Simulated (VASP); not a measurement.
# Ti (Im-3m) in VASP: a series of runs, part 2 of 2

VASP 6.6.1. Earlier steps stand in the parts before.

### Step 4. Electric field gradients, PBEsol (volume scaled by 0.98)

INCAR

```
PREC     = Accurate       # precision mode
ENCUT    = 520            # plane-wave cutoff, eV
EDIFF    = 1E-8           # SCF threshold, eV
ISMEAR   = -1             # smearing method
SIGMA    = 0.05           # smearing width, eV
LREAL    = False          # projectors in reciprocal space
LASPH    = True           # aspherical terms in the spheres
NELM     = 60             # most SCF steps
ALGO     = Normal         # electronic algorithm
ISIF     = 2              # what is computed and relaxed
LWAVE    = False          # write WAVECAR
LCHARG   = False          # write CHGCAR
GGA      = PS             # functional
LEFG     = True         
NBANDS   = 12             # bands
```

KPOINTS

```
regular mesh
0
Gamma
  14 14 14
```

POSCAR

```
Ti
1.0
   -1.6299862453      1.6299862453      1.6299862453
    1.6299862453     -1.6299862453      1.6299862453
    1.6299862453      1.6299862453     -1.6299862453
Ti
1
Direct
    0.0000000000      0.0000000000      0.0000000000
```

Potentials or basis: VASP PAW PBE potentials, release 64 (Ti_sv).

Started as:

```sh
$ cat potpaw_PBE.64/Ti_sv/POTCAR > POTCAR
$ mpirun -np 1 vasp_std > vasp.out
```

OUTCAR:

```text
PREC = Accurate
   ENCUT = 520
   EDIFF = 1E-8
   ISMEAR = -1
   LREAL = False
   LASPH = True
   NELM = 60
   ISIF = 2
   GGA = PS

 ion  position               nearest neighbor table
   1  0.000  0.000  0.000-

  LATTYP: Found a body centered cubic cell.
 ALAT       =     3.2599724906

  Lattice vectors:

 A1 = (  -1.6299862453,   1.6299862453,   1.6299862453)
 A2 = (   1.6299862453,  -1.6299862453,   1.6299862453)
 A3 = (   1.6299862453,   1.6299862453,  -1.6299862453)

Analysis of symmetry for initial positions (statically):
=====================================================================
 Subroutine PRICEL returns:
 Original cell was already a primitive cell.

 Routine SETGRP: Setting up the symmetry group for a
 body centered cubic supercell.

 Subroutine GETGRP returns: Found 48 space group operations
 (whereof 48 operations were pure point group operations)
 out of a pool of 48 trial point group operations.

The static configuration has the point symmetry O_h .

Analysis of symmetry for dynamics (positions and initial velocities):
=====================================================================
 Subroutine PRICEL returns:
 Original cell was already a primitive cell.

 Routine SETGRP: Setting up the symmetry group for a
 body centered cubic supercell.

 Subroutine GETGRP returns: Found 48 space group operations
 (whereof 48 operations were pure point group operations)
 out of a pool of 48 trial point group operations.

The dynamic configuration has the point symmetry O_h .

 Subroutine INISYM returns: Found 48 space group operations
 (whereof 48 operations are pure point group operations),
 and found     1 'primitive' translations

----------------------------------------------------------------------------------------

                                     Primitive cell

  volume of cell :      17.3225

  direct lattice vectors                    reciprocal lattice vectors
    -1.629986245  1.629986245  1.629986245     0.000000000  0.306751055  0.306751055
     1.629986245 -1.629986245  1.629986245     0.306751055  0.000000000  0.306751055
     1.629986245  1.629986245 -1.629986245     0.306751055  0.306751055  0.000000000

  length of vectors
     2.823218992  2.823218992  2.823218992     0.433811502  0.433811502  0.433811502

  position of ions in fractional coordinates (direct lattice)
     0.000000000  0.000000000  0.000000000

  ion indices of the primitive-cell ions
   primitive index   ion index
                 1           1

----------------------------------------------------------------------------------------

 KPOINTS: regular mesh

Automatic generation of k-mesh.
 Grid dimensions read from file:
 generate k-points for:   14   14   14

 Generating k-lattice:

[... 64 lines left out ...]
   NSW    =      0    number of steps for IOM
   IBRION =     -1    ionic relax: 0-MD 1-quasi-New 2-CG
   NFREE  =      0    steps in history (QN), initial steepest desc. (CG)
   ISIF   =      2    stress and relaxation
   ISYM   =      2    0-nonsym 1-usesym 2-fastsym
   POTIM  = 0.5000    time-step for ionic-motion
   TEBEG  =    0.0;   TEEND  =   0.0 temperature during run
   PSTRESS=    0.0 pullay stress
   NELECT =      12.0000    total number of electrons
   NUPDOWN=      -1.0000    fix difference up-down
   EMIN   =  10.00;   EMAX   =-10.00  energy-range for DOS
   EFERMI =   0.00;   METHOD = LEGACY
   ISMEAR =    -1;   SIGMA  =   0.05  broadening in eV -4-tet -1-fermi 0-gaus
   EFERMI_NEDOS =   21; number of points for ismear=-14 and -15
   IALGO  =     38    algorithm
   IMIX   =      4    mixing-type and parameters
     AMIX     =   0.40;   BMIX     =  1.00
     AMIX_MAG =   1.60;   BMIX_MAG =  1.00
  volume/ion in A,a.u.               =      17.32       116.90
  Fermi-wavevector in a.u.,A,eV,Ry     =   1.448543  2.737349 28.548779  2.098276
  Thomas-Fermi vector in A             =   2.566372
   LORBIT       =      0    0 simple, 1 ext, 2 COOP (PROOUT), +10 PAW based schemes
   GGA     = PS    functional components
   LHFCALC =     F    Hartree Fock is set to
   AEXX    =    0.0000 exact exchange contribution
   IVDW    =     0    specifies the selected vdW correction
   LEPSILON=     F    determine dielectric tensor
   LRPA    =     F    only Hartree local field effects (RPA)
 non-spin polarized calculation
  energy-cutoff  :      520.00
  volume of cell :       17.32
 maximum number of plane-waves:       476
 NGX is ok and might be reduce to    24
   NGX = 11   NGY = 11   NGZ = 11

 number of electron      11.9999997 magnetization

 Free energy of the ion-electron system (eV)
  ---------------------------------------------------
  ext. energy  EPLUGINS =         0.00000000
  ---------------------------------------------------
  free energy    TOTEN  =        -8.23074734 eV

  energy without entropy =       -8.21046759  energy(sigma->0) =       -8.22060747

 E-fermi :   7.9735     XC(G=0): -11.6446

 val. band max:        7.9645136249   @ k =   0.2857   0.2143   0.0000
 cond. band min:       7.9797878687   @ k =   0.5000   0.5000   0.1429
 fundamental gap:      0.0152742439
 Fermi energy:         7.9734877595

 k-point     1 :       0.0000    0.0000    0.0000
  band No.  band energies     occupation
      1     -48.3097      2.00000
      2     -24.2569      2.00000
      3     -24.2569      2.00000
      4     -24.2569      2.00000
      5       2.0257      2.00000
      6       8.9690      0.00000
      7       8.9690      0.00000
      8       8.9690      0.00000
      9      10.7469      0.00000
     10      10.7469      0.00000
     11      25.4233      0.00000
     12      25.4233      0.00000
[... 331 lines left out ...]
 k-point    24 :       0.3571    0.2857    0.0000
  band No.  band energies     occupation
      1     -48.1582      2.00000
      2     -24.7798      2.00000
      3     -24.6729      2.00000
      4     -24.3405      2.00000
      5       6.8726      2.00000
      6       7.4411      1.99995
      7       7.6318      1.99785
      8      10.8512      0.00000
      9      11.0863      0.00000
     10      15.1574      0.00000
     11      16.4815      0.00000
     12      17.5095      0.00000

 [... further k-points ...]
[... 5 lines left out ...]
  --------------------------------------------------------------------------------------
  -------------------------------------------------------------------------------------
  Total       -0.5387913     -0.5387913     -0.5387913     -0.0000000      0.0000000     -0.0000000
  in kB      -49.8332634    -49.8332634    -49.8332634     -0.0000000      0.0000000     -0.0000000
  external PRESSURE =     -49.8332634 kB  Pullay stress =       0.0000000 kB

 VOLUME and BASIS-vectors are now :
 -----------------------------------------------------------------------------
  energy-cutoff  :      520.00
  volume of cell :       17.32
      direct lattice vectors                 reciprocal lattice vectors
    -1.629986245  1.629986245  1.629986245     0.000000000  0.306751055  0.306751055
     1.629986245 -1.629986245  1.629986245     0.306751055  0.000000000  0.306751055
     1.629986245  1.629986245 -1.629986245     0.306751055  0.306751055  0.000000000

 POSITION                                       TOTAL-FORCE (eV/Angst)
 -----------------------------------------------------------------------------------
      0.00000      0.00000      0.00000         0.000000     -0.000000      0.000000
 -----------------------------------------------------------------------------------
    total drift:                                0.000000      0.000000     -0.000000

  FREE ENERGIE OF THE ION-ELECTRON SYSTEM (eV)
  ---------------------------------------------------
  free  energy   TOTEN  =        -8.2307473420 eV

  energy  without entropy=       -8.2104675903  energy(sigma->0) =       -8.22060747

 Electric field gradients (V/A^2)
---------------------------------------------------------------------
 ion       V_xx      V_yy      V_zz      V_xy      V_xz      V_yz
---------------------------------------------------------------------
   1       0.000    -0.000     0.000     0.000     0.000     0.000
---------------------------------------------------------------------

 Electric field gradients after diagonalization (V/A^2)
 (convention: |V_zz| > |V_xx| > |V_yy|)
----------------------------------------------------------------------
 ion       V_xx      V_yy      V_zz     asymmetry (V_yy - V_xx)/ V_zz
----------------------------------------------------------------------
   1      -0.000    -0.000     0.001       0.000
----------------------------------------------------------------------

           NMR quadrupolar parameters

 Cq : quadrupolar parameter    Cq=e*Q*V_zz/h
 eta: asymmetry parameters     (V_yy - V_xx)/ V_zz
 Q  : nuclear electric quadrupole moment in mb (millibarn)
----------------------------------------------------------------------
 ion       Cq(MHz)       eta       Q (mb)
----------------------------------------------------------------------
   1       0.000       0.000       1.000
----------------------------------------------------------------------
```

Wall time 12 s (1 thread of Intel Xeon Platinum 8488C (Sapphire Rapids), shared host); peak memory 0.15 GiB.

What came out:

```
Free energy            : -8.2307 eV
Pressure               : -5.0 GPa
Band gap on the k mesh : zero (band 6 reaches 8.97 eV, above the bottom of band 7 at 7.32 eV)
```

Caveat: without QUAD_EFG the Cq values of the log hold for a quadrupole moment of 1 mb, not for the nuclei; the PAW data sets were made with another functional, which shifts forces and pressure a little.

### Step 5. Electric field gradients, PBEsol (volume scaled by 0.975)

INCAR

```
ALGO     = Normal         # electronic algorithm
EDIFF    = 1E-8           # SCF threshold, eV
ENCUT    = 520            # plane-wave cutoff, eV
GGA      = PS             # functional
ISIF     = 2              # what is computed and relaxed
ISMEAR   = -1             # smearing method
LASPH    = True           # aspherical terms in the spheres
LCHARG   = False          # write CHGCAR
LEFG     = True         
LREAL    = False          # projectors in reciprocal space
LWAVE    = False          # write WAVECAR
NBANDS   = 12             # bands
NELM     = 60             # most SCF steps
PREC     = Accurate       # precision mode
SIGMA    = 0.05           # smearing width, eV
```

KPOINTS

```
k-points
0
Gamma
  14 14 14
```

POSCAR

```
Ti
1.0
   -1.6272094320      1.6272094320      1.6272094320
    1.6272094320     -1.6272094320      1.6272094320
    1.6272094320      1.6272094320     -1.6272094320
Ti
1
Direct
    0.0000000000      0.0000000000      0.0000000000
```

Potentials or basis: VASP PAW PBE potentials, release 64 (Ti_sv).

Started as:

```sh
$ cat potpaw_PBE.64/Ti_sv/POTCAR > POTCAR
$ mpirun -np 1 vasp_std > vasp.out
```

OUTCAR:

```text
EDIFF = 1E-8
   ENCUT = 520
   GGA = PS
   ISIF = 2
   ISMEAR = -1
   LASPH = True
   LREAL = False
   NELM = 60
   PREC = Accurate

 ion  position               nearest neighbor table
   1  0.000  0.000  0.000-

  LATTYP: Found a body centered cubic cell.
 ALAT       =     3.2544188640

  Lattice vectors:

 A1 = (  -1.6272094320,   1.6272094320,   1.6272094320)
[... 567 lines left out ...]
    total drift:                                0.000000      0.000000     -0.000000

  FREE ENERGIE OF THE ION-ELECTRON SYSTEM (eV)
  ---------------------------------------------------
  free  energy   TOTEN  =        -8.2333312577 eV

  energy  without entropy=       -8.2131874213  energy(sigma->0) =       -8.22325934

 Electric field gradients (V/A^2)
---------------------------------------------------------------------
 ion       V_xx      V_yy      V_zz      V_xy      V_xz      V_yz
---------------------------------------------------------------------
   1       0.000    -0.000    -0.000     0.000     0.000     0.000
---------------------------------------------------------------------

 Electric field gradients after diagonalization (V/A^2)
 (convention: |V_zz| > |V_xx| > |V_yy|)
----------------------------------------------------------------------
 ion       V_xx      V_yy      V_zz     asymmetry (V_yy - V_xx)/ V_zz
----------------------------------------------------------------------
   1      -0.000    -0.000     0.000       0.000
----------------------------------------------------------------------

           NMR quadrupolar parameters

 Cq : quadrupolar parameter    Cq=e*Q*V_zz/h
 eta: asymmetry parameters     (V_yy - V_xx)/ V_zz
 Q  : nuclear electric quadrupole moment in mb (millibarn)
----------------------------------------------------------------------
 ion       Cq(MHz)       eta       Q (mb)
----------------------------------------------------------------------
   1       0.000       0.000       1.000
----------------------------------------------------------------------
```

stdout:

```text
POSCAR found type information on POSCAR Ti
 POSCAR found :  1 types and       1 ions
 scaLAPACK will be used
 -----------------------------------------------------------------------------
|                                                                             |
|                                                                             |
|     You enforced a specific xc type in the INCAR file but a different       |
|     I HOPE YOU KNOW WHAT YOU ARE DOING!                                     |
|                                                                             |
 -----------------------------------------------------------------------------

 LDA part: xc-table for (Slater+PW92), standard interpolation
 POSCAR, INCAR and KPOINTS ok, starting setup
 FFT: planning ... GRIDC
 FFT: planning ... GRID_SOFT
 FFT: planning ... GRID
 WAVECAR not read
 entering main loop
ion   1
```

Run time: 12 s. Hardware: 1 thread of Intel Xeon Platinum 8488C (Sapphire Rapids), shared host; peak memory 0.15 GiB.

Results:

| Item | Value |
| --- | --- |
| Free energy | -8.2333 eV |
| Pressure | -4.5 GPa |
| Band gap on the k mesh | zero (band 6 reaches 9.03 eV, above the bottom of band 7 at 7.38 eV) |

Caveat: without QUAD_EFG the Cq values of the log hold for a quadrupole moment of 1 mb, not for the nuclei; the PAW data sets were made with another functional, which shifts forces and pressure a little.

### Step 6. Overview

```csv
cell,gap on the mesh (eV),pressure (GPa)
"a = 2.794 Å, angles 109.5°, 1 atom",none,-1.9
"a = 2.823 Å, angles 109.5°, 1 atom",none,-5.0
"a = 2.818 Å, angles 109.5°, 1 atom",none,-4.5
```

Alike in all rows: task electric field gradients; level PBEsol; potentials or basis VASP PAW PBE potentials, release 64 (Ti_sv); no spin polarisation; k mesh 14 × 14 × 14; cutoff (eV) 520; smearing fermi-dirac 0.05 eV.

Caveats: the PAW data sets were made with another functional, which shifts forces and pressure a little.

Total energies depend on the potentials used, so only differences within one code and one set of settings carry meaning.
